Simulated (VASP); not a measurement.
# TaN (P-6m2) in VASP: single point with PBE

Aim: the single point of TaN with PBE.

Everything below comes from runs of VASP 6.6.1. Logs are shortened: lines on timing, memory, paths and dates and some standing lists are left out, and cuts for length are marked.

### 1 The cell of the first run

The structure is hexagonal, space group P-6m2 (No. 187). Conventional cell: a = 2.938 Å, b = 2.938 Å, c = 2.883 Å, α = 90.00°, β = 90.00°, γ = 120.00°. Ta (site symmetry -6m2) has 6 N at 2.23 Å and 2 Ta at 2.88 Å within 2.9 Å. N (site symmetry -6m2) has 6 Ta at 2.23 Å and 2 N at 2.88 Å within 2.9 Å.

### 2 Single point, PBE

The input, INCAR:

```
SYSTEM = TaN
  PREC = Accurate
  ENCUT = 600
  EDIFF = 1E-6
  ISMEAR = 0
  SIGMA = 0.01
  LREAL = .False.
  LASPH = .True.
  NELM = 120
  ALGO = Normal
  ISIF = 2
  LWAVE = .False.
  LCHARG = .True.
  GGA = PE
  LELF = .True.
  LVHAR = .True.
  NBANDS = 15
  GGA_COMPAT = .False.
```

The input, KPOINTS:

```
regular mesh
0
Gamma
  4 4 4
  0 0 0
```

The input, POSCAR:

```
TaN
1.0
    2.9380000000      0.0000000000      0.0000000000
   -1.4690000000      2.5443826363      0.0000000000
    0.0000000000      0.0000000000      2.8830000000
Ta N
1 1
Direct
    0.0000000000      0.0000000000      0.5000000000
    0.6666666667      0.3333333333      0.0000000000
```

Potentials or basis: VASP PAW PBE potentials, release 64 (Ta_pv, N).

Run with:

```console
$ cat potpaw_PBE.64/Ta_pv/POTCAR potpaw_PBE.64/N/POTCAR > POTCAR
$ mpirun -np 1 vasp_std > vasp.out
```

OUTCAR:

```text
SYSTEM = TaN
   PREC = Accurate
   ENCUT = 600
   EDIFF = 1E-6
   ISMEAR = 0
   LREAL = .False.
   LASPH = .True.
   NELM = 120
   ISIF = 2
   GGA = PE

 ion  position               nearest neighbor table
   1  0.000  0.000  0.500-   2 2.23   2 2.23   2 2.23   2 2.23   2 2.23   2 2.23
   2  0.667  0.333  0.000-   1 2.23   1 2.23   1 2.23   1 2.23   1 2.23   1 2.23

  LATTYP: Found a hexagonal cell.
 ALAT       =     2.9380000000
 C/A-ratio  =     0.9812797822

  Lattice vectors:

 A1 = (   2.9380000000,   0.0000000000,   0.0000000000)
 A2 = (  -1.4690000000,   2.5443826363,   0.0000000000)
 A3 = (   0.0000000000,   0.0000000000,   2.8830000000)

Analysis of symmetry for initial positions (statically):
=====================================================================
 Subroutine PRICEL returns:
 Original cell was already a primitive cell.

 Routine SETGRP: Setting up the symmetry group for a
 hexagonal supercell.

 Subroutine GETGRP returns: Found 12 space group operations
 (whereof 12 operations were pure point group operations)
 out of a pool of 24 trial point group operations.

The static configuration has the point symmetry D_3h.

Analysis of symmetry for dynamics (positions and initial velocities):
=====================================================================
 Subroutine PRICEL returns:
 Original cell was already a primitive cell.

 Routine SETGRP: Setting up the symmetry group for a
 hexagonal supercell.

 Subroutine GETGRP returns: Found 12 space group operations
 (whereof 12 operations were pure point group operations)
 out of a pool of 24 trial point group operations.

The dynamic configuration has the point symmetry D_3h.

 Subroutine INISYM returns: Found 12 space group operations
 (whereof 12 operations are pure point group operations),
 and found     1 'primitive' translations

----------------------------------------------------------------------------------------

                                     Primitive cell

  volume of cell :      21.5516

  direct lattice vectors                    reciprocal lattice vectors
     2.938000000  0.000000000  0.000000000     0.340367597  0.196511324  0.000000000
    -1.469000000  2.544382636  0.000000000     0.000000000  0.393022648  0.000000000
     0.000000000  0.000000000  2.883000000     0.000000000  0.000000000  0.346860909

  length of vectors
     2.938000000  2.938000000  2.883000000     0.393022648  0.393022648  0.346860909

  position of ions in fractional coordinates (direct lattice)
     0.000000000  0.000000000  0.500000000
     0.666666667  0.333333333  0.000000000

  ion indices of the primitive-cell ions
   primitive index   ion index
                 1           1
                 2           2

----------------------------------------------------------------------------------------

 KPOINTS: regular mesh

Automatic generation of k-mesh.
 Grid dimensions read from file:
 generate k-points for:    4    4    4

 Generating k-lattice:

  Cartesian coordinates                     Fractional coordinates (reciprocal lattice)
     0.085091899  0.049127831  0.000000000     0.250000000  0.000000000  0.000000000
     0.000000000  0.098255662  0.000000000     0.000000000  0.250000000  0.000000000
     0.000000000  0.000000000  0.086715227     0.000000000  0.000000000  0.250000000

  Length of vectors
     0.098255662  0.098255662  0.086715227

  Shift w.r.t. Gamma in fractional coordinates (k-lattice)
     0.000000000  0.000000000  0.000000000

 Subroutine IBZKPT returns following result:
 ===========================================

 Found     12 irreducible k-points:

 Following reciprocal coordinates:
            Coordinates               Weight
  0.000000  0.000000  0.000000      1.000000
  0.250000  0.000000  0.000000      6.000000
  0.500000  0.000000  0.000000      3.000000
  0.250000  0.250000  0.000000      6.000000
  0.000000  0.000000  0.250000      2.000000
  0.250000  0.000000  0.250000     12.000000
  0.500000  0.000000  0.250000      6.000000
  0.250000  0.250000  0.250000     12.000000
  0.000000  0.000000  0.500000      1.000000
  0.250000  0.000000  0.500000      6.000000
  0.500000  0.000000  0.500000      3.000000
  0.250000  0.250000  0.500000      6.000000
   k-points           NKPTS =     12   k-points in BZ     NKDIM =     12   number of bands    NBANDS=     15
   number of dos      NEDOS =    301   number of ions     NIONS =      2
   total plane-waves  NPLWV =  13824
   dimension x,y,z NGX =    24 NGY =   24 NGZ =   24
   dimension x,y,z NGXF=    48 NGYF=   48 NGZF=   48
   ions per type =               1   1
   NGX,Y,Z   is equivalent  to a cutoff of  13.58, 13.58, 13.84 a.u.
   NGXF,Y,Z  is equivalent  to a cutoff of  27.16, 27.16, 27.68 a.u.
 SYSTEM =  TaN
   PREC   = accura    normal or accurate (medium, high low for compatibility)
   ISTART =      0    job   : 0-new  1-cont  2-samecut
   ICHARG =      2    charge: 1-file 2-atom 10-const
   ISPIN  =      1    spin polarized calculation?
   LNONCOLLINEAR =      F non collinear calculations
   LSORBIT =      F    spin-orbit coupling
   LASPH  =      T    aspherical Exc in radial PAW
   ENCUT  =  600.0 eV  44.10 Ry    6.64 a.u.   5.87  5.87  5.76*2*pi/ulx,y,z
   NELM   =    120;   NELMIN=  2; NELMDL= -5     # of ELM steps
   EDIFF  = 0.1E-05   stopping-criterion for ELM
   LREAL  =      F    real-space projection
   EDIFFG = 0.1E-04   stopping-criterion for IOM
   NSW    =      0    number of steps for IOM
   IBRION =     -1    ionic relax: 0-MD 1-quasi-New 2-CG
   NFREE  =      0    steps in history (QN), initial steepest desc. (CG)
   ISIF   =      2    stress and relaxation
   ISYM   =      2    0-nonsym 1-usesym 2-fastsym
   POTIM  = 0.5000    time-step for ionic-motion
   TEBEG  =    0.0;   TEEND  =   0.0 temperature during run
   PSTRESS=    0.0 pullay stress
   NELECT =      16.0000    total number of electrons
   NUPDOWN=      -1.0000    fix difference up-down
   EMIN   =  10.00;   EMAX   =-10.00  energy-range for DOS
   EFERMI =   0.00;   METHOD = LEGACY
   ISMEAR =     0;   SIGMA  =   0.01  broadening in eV -4-tet -1-fermi 0-gaus
   EFERMI_NEDOS =   21; number of points for ismear=-14 and -15
   IALGO  =     38    algorithm
   IMIX   =      4    mixing-type and parameters
     AMIX     =   0.40;   BMIX     =  1.00
     AMIX_MAG =   1.60;   BMIX_MAG =  1.00
  volume/ion in A,a.u.               =      10.78        72.72
  Fermi-wavevector in a.u.,A,eV,Ry     =   1.482365  2.801264 29.897531  2.197407
  Thomas-Fermi vector in A             =   2.596160
   LORBIT       =      0    0 simple, 1 ext, 2 COOP (PROOUT), +10 PAW based schemes
   GGA     = PE    functional components
   LHFCALC =     F    Hartree Fock is set to
   AEXX    =    0.0000 exact exchange contribution
   IVDW    =     0    specifies the selected vdW correction
   LEPSILON=     F    determine dielectric tensor
   LRPA    =     F    only Hartree local field effects (RPA)
 non-spin polarized calculation
 Gauss-broadening in eV      SIGMA  =   0.01
  energy-cutoff  :      600.00
  volume of cell :       21.55
 maximum number of plane-waves:       728
 NGX is ok and might be reduce to    24
   NGX = 11   NGY = 11   NGZ = 11

 number of electron      16.0000001 magnetization

 Free energy of the ion-electron system (eV)
  ---------------------------------------------------
  ext. energy  EPLUGINS =         0.00000000
  ---------------------------------------------------
  free energy    TOTEN  =       -22.37288868 eV

  energy without entropy =      -22.37271237  energy(sigma->0) =      -22.37280052

 E-fermi :   8.1602     XC(G=0): -13.3446

 val. band max:        8.1602370378   @ k =   0.0000   0.0000   0.5000
 cond. band min:       8.1602370764   @ k =   0.0000   0.0000   0.5000
 fundamental gap:      0.0000000386
 Fermi energy:         8.1602370571

 k-point     1 :       0.0000    0.0000    0.0000
  band No.  band energies     occupation
      1     -26.5710      2.00000
      2     -26.3339      2.00000
      3     -26.3339      2.00000
      4      -9.5243      2.00000
      5       3.6894      2.00000
      6       3.6894      2.00000
      7       4.0540      2.00000
      8       5.3282      2.00000
      9      10.4718      0.00000
     10      11.8370      0.00000
     11      11.8370      0.00000
     12      12.2675      0.00000
     13      12.2675      0.00000
     14      21.3574      0.00000
     15      21.6722      0.00000

 k-point     2 :       0.2500    0.0000    0.0000
  band No.  band energies     occupation
      1     -26.8708      2.00000
      2     -26.5000      2.00000
      3     -26.4516      2.00000
      4      -8.4328      2.00000
      5       1.4266      2.00000
      6       4.0350      2.00000
      7       4.4583      2.00000
      8       5.1434      2.00000
      9      10.4143      0.00000
     10      11.7451      0.00000
     11      12.2578      0.00000
     12      13.2512      0.00000
     13      13.5281      0.00000
     14      21.4564      0.00000
     15      21.6663      0.00000

 k-point     3 :       0.5000    0.0000    0.0000
  band No.  band energies     occupation
      1     -27.3639      2.00000
      2     -26.5666      2.00000
      3     -26.4279      2.00000
      4      -7.2383      2.00000
      5      -0.0226      2.00000
      6       3.0657      2.00000
      7       4.7816      2.00000
      8       5.0747      2.00000
      9      11.2786      0.00000
     10      12.2795      0.00000
     11      13.4814      0.00000
     12      13.5454      0.00000
     13      15.6851      0.00000
     14      19.5588      0.00000
     15      21.6312      0.00000

 k-point     4 :       0.2500    0.2500    0.0000
  band No.  band energies     occupation
      1     -27.1780      2.00000
      2     -26.7726      2.00000
      3     -26.4280      2.00000
      4      -7.2087      2.00000
      5       0.5494      2.00000
      6       3.2182      2.00000
      7       3.3348      2.00000
      8       7.0986      2.00000
      9       9.4768      0.00000
     10       9.9237      0.00000
     11      12.6718      0.00000
     12      15.1767      0.00000
     13      17.6686      0.00000
     14      21.5349      0.00000
     15      21.7743      0.00000
[... 91 lines left out ...]
 k-point    10 :       0.2500    0.0000    0.5000
  band No.  band energies     occupation
      1     -27.3618      2.00000
      2     -26.7401      2.00000
      3     -26.3622      2.00000
      4      -7.2130      2.00000
      5       0.3078      2.00000
      6       3.2461      2.00000
      7       3.3886      2.00000
      8       6.6019      2.00000
      9      10.2399      0.00000
     10      11.4694      0.00000
     11      12.7348      0.00000
     12      13.5984      0.00000
     13      18.8695      0.00000
     14      19.6797      0.00000
     15      21.6265      0.00000

 k-point    11 :       0.5000    0.0000    0.5000
  band No.  band energies     occupation
      1     -27.2290      2.00000
      2     -27.1943      2.00000
      3     -26.4688      2.00000
      4      -7.5397      2.00000
      5       0.9261      2.00000
      6       2.0723      2.00000
      7       2.5774      2.00000
      8       7.8848      2.00000
      9      12.4237      0.00000
     10      13.5980      0.00000
     11      14.3091      0.00000
     12      15.3433      0.00000
     13      18.4460      0.00000
     14      20.5895      0.00000
     15      21.5451      0.00000

 k-point    12 :       0.2500    0.2500    0.5000
  band No.  band energies     occupation
      1     -27.2294      2.00000
      2     -27.0222      2.00000
      3     -26.6570      2.00000
      4      -7.4606      2.00000
      5       0.6824      2.00000
      6       1.4246      2.00000
      7       4.1261      2.00000
      8       7.1696      2.00000
      9      12.3329      0.00000
     10      13.2646      0.00000
     11      14.2638      0.00000
     12      15.3840      0.00000
     13      18.7064      0.00000
     14      20.0932      0.00000
     15      21.4536      0.00000

------------------------ aborting loop because EDIFF is reached ----------------------------------------

  FORCE on cell =-STRESS in cart. coord.  units (eV):
  Direction    XX          YY          ZZ          XY          YZ          ZX
  --------------------------------------------------------------------------------------
  -------------------------------------------------------------------------------------
  Total        0.8178248      0.8178248      0.7803499      0.0000000      0.0000000      0.0000000
  in kB       60.7983789     60.7983789     58.0124339      0.0000000      0.0000000      0.0000000
  external PRESSURE =      59.8697306 kB  Pullay stress =       0.0000000 kB

 VOLUME and BASIS-vectors are now :
 -----------------------------------------------------------------------------
  energy-cutoff  :      600.00
  volume of cell :       21.55
      direct lattice vectors                 reciprocal lattice vectors
     2.938000000  0.000000000  0.000000000     0.340367597  0.196511324  0.000000000
    -1.469000000  2.544382636  0.000000000     0.000000000  0.393022648  0.000000000
     0.000000000  0.000000000  2.883000000     0.000000000  0.000000000  0.346860909

 POSITION                                       TOTAL-FORCE (eV/Angst)
 -----------------------------------------------------------------------------------
      0.00000      0.00000      1.44150         0.000000     -0.000000      0.000000
      1.46900      0.84813      0.00000        -0.000000      0.000000      0.000000
 -----------------------------------------------------------------------------------
    total drift:                               -0.000000      0.000000      0.000000

  FREE ENERGIE OF THE ION-ELECTRON SYSTEM (eV)
  ---------------------------------------------------
  free  energy   TOTEN  =       -22.3728886761 eV

  energy  without entropy=      -22.3727123669  energy(sigma->0) =      -22.37280052
```

Run time: 9.3 s. Hardware: 1 thread of Intel Xeon Platinum 8259CL at 2.50GHz (Skylake/Cascade Lake), shared host; peak memory 0.13 GiB.

Results:

* Free energy: -22.3729 eV
* Pressure: 6.0 GPa
* Band gap on the k mesh: zero (filled and empty bands touch)

Stress tensor (GPa, compression positive):
```
6.08 0.00 0.00
0.00 6.08 0.00
0.00 0.00 5.80
```

Caveat: the k points lie up to 0.62 Å⁻¹ apart; spin-orbit coupling is left out, which moves the levels of the heavy elements.
